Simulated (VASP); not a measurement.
Li3Dy, 8 atoms in the cell. The typed cell holds 8 atoms: a = 3.368 Å, b = 3.802 Å, c = 14.128 Å, α = 90.40°, β = 90.72°, γ = 90.00°. 

| Quantity | Value |
| --- | --- |
| Program | VASP 6.6.1 |
| Task | single point |
| Functional | PBE |
| Potentials or basis | VASP PAW PBE potentials, release 64 (Li_sv, Dy_3), 4f in core |
| Cutoff | 750 eV |
| k mesh | 6 × 4 × 2 |
| Occupations | gaussian, width 0.1 eV |
| Spin | no spin polarisation |
| Dipole correction | no |
| Further INCAR settings | ALGO = Normal; EDIFF = 1e-06; NBANDS = 28 |

Potentials or basis: VASP PAW PBE potentials, release 64 (Li_sv, Dy_3), 4f in core.

The run is started by

```console
$ cat potpaw_PBE.64/Li_sv/POTCAR potpaw_PBE.64/Dy_3/POTCAR > POTCAR
$ mpirun -np 1 vasp_std > vasp.out
```

Hardware: 1 thread of Intel(R) Xeon(R) Platinum 8375C CPU @ 2.90GHz (Ice Lake) (shared host).

Q: How long does it take, and how much memory?

A: Run time: 4.3 min on 1 thread of Intel(R) Xeon(R) Platinum 8375C CPU @ 2.90GHz (Ice Lake), on a shared host, peak memory 0.47 GiB. Counts: scf iterations 13, k points 28.
